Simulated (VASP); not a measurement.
# Na (P6_3/mmc) in VASP: further runs

Runs on Na. Level: r2SCAN. Tasks: single point.

Everything below comes from runs of VASP 6.6.1. Logs are shortened: lines on timing, memory, paths and dates and some standing lists are left out, and cuts for length are marked.

## (1) The cell of the first run

Symmetry: P6_3/mmc, No. 194, hexagonal system. The conventional cell has a = 3.579 Å, b = 3.579 Å, c = 6.462 Å, α = 90.00°, β = 90.00°, γ = 120.00°. Na (site symmetry -6m2) has 12 Na at 3.58 to 3.84 Å within 4.7 Å.

This isn't the form of Na at room conditions, which is bcc.

## (2) Single point, r2SCAN (strain -0.050 along x and y, +0.050 along z)

The input, POSCAR:

```
Na
1.0
    3.5786509477      0.0000000000      0.0000000000
   -1.7893254739      3.0992026320      0.0000000000
    0.0000000000      0.0000000000      6.4617000000
Na
2
Direct
    0.3333333333      0.6666666667      0.2500000000
    0.6666666667      0.3333333333      0.7500000000
```

The input, INCAR.step1:

```
SYSTEM = Na
  ALGO = Normal
  EDIFF = 1E-4
  ENCUT = 520
  GGA = PE
  ISMEAR = 0
  LASPH = .True.
  LCHARG = .False.
  LREAL = .False.
  LWAVE = .True.
  NBANDS = 14
  NELM = 60
  PREC = Accurate
  SIGMA = 0.15
```

The input, INCAR.step2:

```
SYSTEM = Na
  ALGO = Normal
  EDIFF = 1E-7
  ENCUT = 520
  ISIF = 2
  ISMEAR = 0
  ISTART = 1
  LASPH = .True.
  LCHARG = .False.
  LMIXTAU = .True.
  LREAL = .False.
  LWAVE = .False.
  METAGGA = R2SCAN
  NBANDS = 14
  NELM = 60
  PREC = Accurate
  SIGMA = 0.15
```

The input, KPOINTS:

```
k-points
0
Gamma
  12 12 8
  0 0 0
```

Potentials or basis: VASP PAW PBE potentials, release 64 (Na_pv).

On the command line:

```console
$ cat potpaw_PBE.64/Na_pv/POTCAR > POTCAR
$ cp INCAR.step1 INCAR
$ mpirun -np 1 vasp_std > vasp.out
$ cp INCAR.step2 INCAR
$ mpirun -np 1 vasp_std > vasp.out
```

OUTCAR:

```text
SYSTEM = Na
   EDIFF = 1E-7
   ENCUT = 520
   ISIF = 2
   ISMEAR = 0
   ISTART = 1
   LASPH = .True.
   LREAL = .False.
   METAGGA = R2SCAN
   NELM = 60
   PREC = Accurate

 ion  position               nearest neighbor table
   1  0.333  0.667  0.250-
   2  0.667  0.333  0.750-

  LATTYP: Found a hexagonal cell.
 ALAT       =     3.5786509477
 C/A-ratio  =     1.8056245480

  Lattice vectors:

 A1 = (   3.5786509477,   0.0000000000,   0.0000000000)
 A2 = (  -1.7893254739,   3.0992026320,   0.0000000000)
 A3 = (   0.0000000000,   0.0000000000,   6.4617000000)

Analysis of symmetry for initial positions (statically):
=====================================================================
 Subroutine PRICEL returns:
 Original cell was already a primitive cell.

 Routine SETGRP: Setting up the symmetry group for a
 hexagonal supercell.

 Subroutine GETGRP returns: Found 24 space group operations
 (whereof 12 operations were pure point group operations)
 out of a pool of 24 trial point group operations.

The static configuration has the point symmetry D_3d.
 The point group associated with its full space group is D_6h.

Analysis of symmetry for dynamics (positions and initial velocities):
=====================================================================
 Subroutine PRICEL returns:
 Original cell was already a primitive cell.

 Routine SETGRP: Setting up the symmetry group for a
 hexagonal supercell.

 Subroutine GETGRP returns: Found 24 space group operations
 (whereof 12 operations were pure point group operations)
 out of a pool of 24 trial point group operations.

The dynamic configuration has the point symmetry D_3d.
 The point group associated with its full space group is D_6h.

 Subroutine INISYM returns: Found 24 space group operations
 (whereof 12 operations are pure point group operations),
 and found     1 'primitive' translations

----------------------------------------------------------------------------------------

                                     Primitive cell

  volume of cell :      71.6665

  direct lattice vectors                    reciprocal lattice vectors
     3.578650948  0.000000000  0.000000000     0.279434908  0.161331820  0.000000000
    -1.789325474  3.099202632  0.000000000     0.000000000  0.322663639  0.000000000
     0.000000000  0.000000000  6.461700000     0.000000000  0.000000000  0.154758036

  length of vectors
     3.578650948  3.578650948  6.461700000     0.322663639  0.322663639  0.154758036

  position of ions in fractional coordinates (direct lattice)
     0.333333333  0.666666667  0.250000000
     0.666666667  0.333333333  0.750000000

  ion indices of the primitive-cell ions
   primitive index   ion index
                 1           1
                 2           2

----------------------------------------------------------------------------------------

 KPOINTS: k-points

Automatic generation of k-mesh.
 Grid dimensions read from file:
 generate k-points for:   12   12    8

 Generating k-lattice:

  Cartesian coordinates                     Fractional coordinates (reciprocal lattice)
     0.023286242  0.013444318  0.000000000     0.083333333  0.000000000  0.000000000
     0.000000000  0.026888637  0.000000000     0.000000000  0.083333333  0.000000000
     0.000000000  0.000000000  0.019344754     0.000000000  0.000000000  0.125000000

  Length of vectors
     0.026888637  0.026888637  0.019344754

  Shift w.r.t. Gamma in fractional coordinates (k-lattice)
     0.000000000  0.000000000  0.000000000

 Subroutine IBZKPT returns following result:
 ===========================================

 Found     95 irreducible k-points:

 Following reciprocal coordinates:
            Coordinates               Weight
  0.000000  0.000000  0.000000      1.000000
  0.083333  0.000000  0.000000      6.000000
  0.166667  0.000000  0.000000      6.000000
  0.250000 -0.000000  0.000000      6.000000
  0.333333  0.000000  0.000000      6.000000
  0.416667 -0.000000  0.000000      6.000000
[... 16 lines left out ...]
  0.250000 -0.000000  0.125000     12.000000
  0.333333  0.000000  0.125000     12.000000
 [... further k-points ...]
   k-points           NKPTS =     95   k-points in BZ     NKDIM =     95   number of bands    NBANDS=     14
   number of dos      NEDOS =    301   number of ions     NIONS =      2
   total plane-waves  NPLWV =  37632
   dimension x,y,z NGX =    28 NGY =   28 NGZ =   48
   dimension x,y,z NGXF=    56 NGYF=   56 NGZF=   96
   ions per type =               2
   NGX,Y,Z   is equivalent  to a cutoff of  13.01, 13.01, 12.35 a.u.
   NGXF,Y,Z  is equivalent  to a cutoff of  26.01, 26.01, 24.70 a.u.
 SYSTEM =  Na
   PREC   = accura    normal or accurate (medium, high low for compatibility)
   ISTART =      1    job   : 0-new  1-cont  2-samecut
   ICHARG =      0    charge: 1-file 2-atom 10-const
   ISPIN  =      1    spin polarized calculation?
   LNONCOLLINEAR =      F non collinear calculations
   LSORBIT =      F    spin-orbit coupling
   LASPH  =      T    aspherical Exc in radial PAW
   ENCUT  =  520.0 eV  38.22 Ry    6.18 a.u.   6.65  6.65 12.01*2*pi/ulx,y,z
   NELM   =     60;   NELMIN=  2; NELMDL=  0     # of ELM steps
   EDIFF  = 0.1E-06   stopping-criterion for ELM
   LREAL  =      F    real-space projection
   EDIFFG = 0.1E-05   stopping-criterion for IOM
   NSW    =      0    number of steps for IOM
   IBRION =     -1    ionic relax: 0-MD 1-quasi-New 2-CG
   NFREE  =      0    steps in history (QN), initial steepest desc. (CG)
   ISIF   =      2    stress and relaxation
   ISYM   =      2    0-nonsym 1-usesym 2-fastsym
   POTIM  = 0.5000    time-step for ionic-motion
   TEBEG  =    0.0;   TEEND  =   0.0 temperature during run
   PSTRESS=    0.0 pullay stress
   NELECT =      14.0000    total number of electrons
   NUPDOWN=      -1.0000    fix difference up-down
   EMIN   =  10.00;   EMAX   =-10.00  energy-range for DOS
   EFERMI =   0.00;   METHOD = LEGACY
   ISMEAR =     0;   SIGMA  =   0.15  broadening in eV -4-tet -1-fermi 0-gaus
   EFERMI_NEDOS =   21; number of points for ismear=-14 and -15
   IALGO  =     38    algorithm
   IMIX   =      4    mixing-type and parameters
     AMIX     =   0.40;   BMIX     =  1.00
     AMIX_MAG =   1.60;   BMIX_MAG =  1.00
  volume/ion in A,a.u.               =      35.83       241.81
  Fermi-wavevector in a.u.,A,eV,Ry     =   0.949902  1.795055 12.276725  0.902314
  Thomas-Fermi vector in A             =   2.078229
   LORBIT       =      0    0 simple, 1 ext, 2 COOP (PROOUT), +10 PAW based schemes
   METAGGA = R2SCAN    functional components
   LHFCALC =     F    Hartree Fock is set to
   AEXX    =    0.0000 exact exchange contribution
   IVDW    =     0    specifies the selected vdW correction
   LEPSILON=     F    determine dielectric tensor
   LRPA    =     F    only Hartree local field effects (RPA)
 non-spin polarized calculation
 Gauss-broadening in eV      SIGMA  =   0.15
  energy-cutoff  :      520.00
  volume of cell :       71.67
 maximum number of plane-waves:      1962
 NGX is ok and might be reduce to    28
   NGX = 13   NGY = 13   NGZ = 25

 number of electron      13.9999996 magnetization

 Free energy of the ion-electron system (eV)
  ---------------------------------------------------
  ext. energy  EPLUGINS =         0.00000000
  ---------------------------------------------------
  free energy    TOTEN  =        -7.08521272 eV

  energy without entropy =       -7.07533899  energy(sigma->0) =       -7.08027585

 E-fermi :   0.4526     XC(G=0):  -7.0158

 val. band max:        0.4384315615   @ k =   0.1667   0.1667   0.2500
 cond. band min:       0.4655091294   @ k =   0.4167   0.0833   0.0000
 fundamental gap:      0.0270775679
 Fermi energy:         0.4526480751

 k-point     1 :       0.0000    0.0000    0.0000
  band No.  band energies     occupation
      1     -25.5759      2.00000
      2     -25.5516      2.00000
      3     -25.5513      2.00000
      4     -25.5487      2.00000
      5     -25.5484      2.00000
      6     -25.5457      2.00000
      7      -3.1164      2.00000
      8       0.4839      0.76844
      9       1.0436      0.00000
     10      10.8445      0.00000
     11      12.1393      0.00000
     12      12.1839      0.00000
     13      12.1842      0.00000
     14      12.8422      0.00000

 k-point     2 :       0.0833    0.0000    0.0000
  band No.  band energies     occupation
      1     -25.5751      2.00000
      2     -25.5543      2.00000
      3     -25.5523      2.00000
      4     -25.5513      2.00000
      5     -25.5492      2.00000
      6     -25.5458      2.00000
      7      -2.9963      2.00000
      8       0.5924      0.18761
      9       1.1593      0.00000
     10      10.2076      0.00000
     11      11.1598      0.00000
     12      11.5070      0.00000
     13      11.9178      0.00000
     14      12.1828      0.00000

 k-point     3 :       0.1667    0.0000    0.0000
  band No.  band energies     occupation
      1     -25.5726      2.00000
      2     -25.5621      2.00000
      3     -25.5592      2.00000
      4     -25.5544      2.00000
      5     -25.5507      2.00000
      6     -25.5461      2.00000
      7      -2.6376      2.00000
      8       0.9184      0.00001
      9       1.5012      0.00000
     10       8.1669      0.00000
     11      10.4186      0.00000
     12      10.7137      0.00000
     13      11.3385      0.00000
     14      11.3868      0.00000
[... 324 lines left out ...]
 k-point    23 :       0.2500   -0.0000    0.1250
  band No.  band energies     occupation
      1     -25.5734      2.00000
      2     -25.5702      2.00000
      3     -25.5672      2.00000
      4     -25.5570      2.00000
      5     -25.5531      2.00000
      6     -25.5473      2.00000
      7      -1.9845      2.00000
      8       0.8417      0.00024
      9       2.7695      0.00000
     10       6.2434      0.00000
     11       8.5559      0.00000
     12       9.7373      0.00000
     13      10.1233      0.00000
     14      10.8069      0.00000

 k-point    24 :       0.3333    0.0000    0.1250
  band No.  band energies     occupation
      1     -25.5838      2.00000
      2     -25.5805      2.00000
      3     -25.5638      2.00000
      4     -25.5598      2.00000
      5     -25.5554      2.00000
      6     -25.5482      2.00000
      7      -1.1683      2.00000
      8       1.6050      0.00000
      9       3.3628      0.00000
     10       4.5930      0.00000
     11       6.8622      0.00000
     12       8.3986      0.00000
     13       9.6612      0.00000
     14      10.7166      0.00000

 [... further k-points ...]
[... 5 lines left out ...]
  --------------------------------------------------------------------------------------
  -------------------------------------------------------------------------------------
  Total        0.4848826      0.4848826     -0.3718188     -0.0000000      0.0000000      0.0000000
  in kB       10.8400450     10.8400450     -8.3123879     -0.0000000      0.0000000      0.0000000
  external PRESSURE =       4.4559007 kB  Pullay stress =       0.0000000 kB

 VOLUME and BASIS-vectors are now :
 -----------------------------------------------------------------------------
  energy-cutoff  :      520.00
  volume of cell :       71.67
      direct lattice vectors                 reciprocal lattice vectors
     3.578650948  0.000000000  0.000000000     0.279434908  0.161331820  0.000000000
    -1.789325474  3.099202632  0.000000000     0.000000000  0.322663639  0.000000000
     0.000000000  0.000000000  6.461700000     0.000000000  0.000000000  0.154758036

 POSITION                                       TOTAL-FORCE (eV/Angst)
 -----------------------------------------------------------------------------------
     -0.00000      2.06614      1.61543         0.000000      0.000000      0.000000
      1.78933      1.03307      4.84628        -0.000000      0.000000      0.000000
 -----------------------------------------------------------------------------------
    total drift:                                0.000000     -0.000000      0.000000

  FREE ENERGIE OF THE ION-ELECTRON SYSTEM (eV)
  ---------------------------------------------------
  free  energy   TOTEN  =        -7.0852127204 eV

  energy  without entropy=       -7.0753389870  energy(sigma->0) =       -7.08027585
```

It took 12 min on 1 thread of Oxide Virtual Turin-like, shared host; peak memory 0.2 GiB.

Results:

```yaml
Free_energy: -7.0852 eV
Pressure: 0.4 GPa
Band_gap_on_the_k_mesh: zero (bands 7 and 8 overlap by 5.00 eV)
```

Caveat: the cell differs from its parent crystal (strain -0.050 along x and y, +0.050 along z); the PAW data sets were made with another functional, which shifts forces and pressure a little.

## (3) Single point, r2SCAN (strain +0.000 along x and y, -0.050 along z)

The input, POSCAR:

```
Na
1.0
    3.7670009976      0.0000000000      0.0000000000
   -1.8835004988      3.2623185600      0.0000000000
    0.0000000000      0.0000000000      5.8463000000
Na
2
Direct
    0.3333333333      0.6666666667      0.2500000000
    0.6666666667      0.3333333333      0.7500000000
```

The input, INCAR.step1:

```
SYSTEM = Na
PREC     = Accurate       ! precision mode
ENCUT    = 520            ! plane-wave cutoff, eV
ISMEAR   = 0              ! smearing method
SIGMA    = 0.15           ! smearing width, eV
LREAL    = .FALSE.        ! projectors in reciprocal space
LASPH    = .TRUE.         ! aspherical terms in the spheres
NELM     = 100            ! most SCF steps
NBANDS   = 14             ! bands
GGA      = PE             ! functional
ALGO     = Normal         ! electronic algorithm
EDIFF    = 1E-4           ! SCF threshold, eV
LWAVE    = .TRUE.         ! write WAVECAR
LCHARG   = .FALSE.        ! write CHGCAR
```

The input, INCAR.step2:

```
SYSTEM = Na
PREC     = Accurate       ! precision mode
ENCUT    = 520            ! plane-wave cutoff, eV
EDIFF    = 1E-6           ! SCF threshold, eV
ISMEAR   = 0              ! smearing method
SIGMA    = 0.15           ! smearing width, eV
LREAL    = .FALSE.        ! projectors in reciprocal space
LASPH    = .TRUE.         ! aspherical terms in the spheres
NELM     = 100            ! most SCF steps
ALGO     = Normal         ! electronic algorithm
ISIF     = 2              ! what is computed and relaxed
LWAVE    = .FALSE.        ! write WAVECAR
LCHARG   = .FALSE.        ! write CHGCAR
METAGGA  = R2SCAN         ! meta-GGA
LMIXTAU  = .TRUE.       
NBANDS   = 14             ! bands
ISTART   = 1
```

The input, KPOINTS:

```
regular mesh
0
G
  12 12 8
  0 0 0
```

Potentials or basis: VASP PAW PBE potentials, release 64 (Na_pv).

On the command line:

```console
$ cat potpaw_PBE.64/Na_pv/POTCAR > POTCAR
$ cp INCAR.step1 INCAR
$ mpirun -np 1 vasp_std > vasp.out
$ cp INCAR.step2 INCAR
$ mpirun -np 1 vasp_std > vasp.out
```

Wall time 7.9 min (1 thread of Oxide Virtual Turin-like, shared host); peak memory 0.19 GiB.

Results (log left out):

| Item | Value |
| --- | --- |
| Free energy | -7.1089 eV |
| Pressure | 0.4 GPa |
| Band gap on the k mesh | zero (bands 7 and 8 overlap by 4.47 eV) |

Stress tensor (GPa, compression positive):
```
0.24 0.00 0.00
0.00 0.24 0.00
0.00 0.00 0.81
```

Levels at points of the mesh, in eV from the Fermi level:
```csv
k point,band 4,band 5,band 6,band 7,band 8,band 9,band 10,band 11
"(0.00, 0.00, 0.00)",-25.98,-25.98,-25.98,-3.56,0.78,1.52,10.38,10.38
"(0.50, 0.00, 0.00)",-26.00,-25.99,-25.98,0.09,0.34,4.21,4.35,5.10
"(0.00, 0.00, 0.50)",-25.98,-25.98,-25.98,-2.35,-2.35,6.67,6.67,11.01
"(0.50, 0.00, 0.50)",-25.99,-25.99,-25.99,1.03,1.03,1.74,1.74,8.27
```

Caveat: the cell differs from its parent crystal (strain +0.000 along x and y, -0.050 along z); the PAW data sets were made with another functional, which shifts forces and pressure a little.

The gap in the log of VASP goes by the Fermi energy; the results here count the filled bands.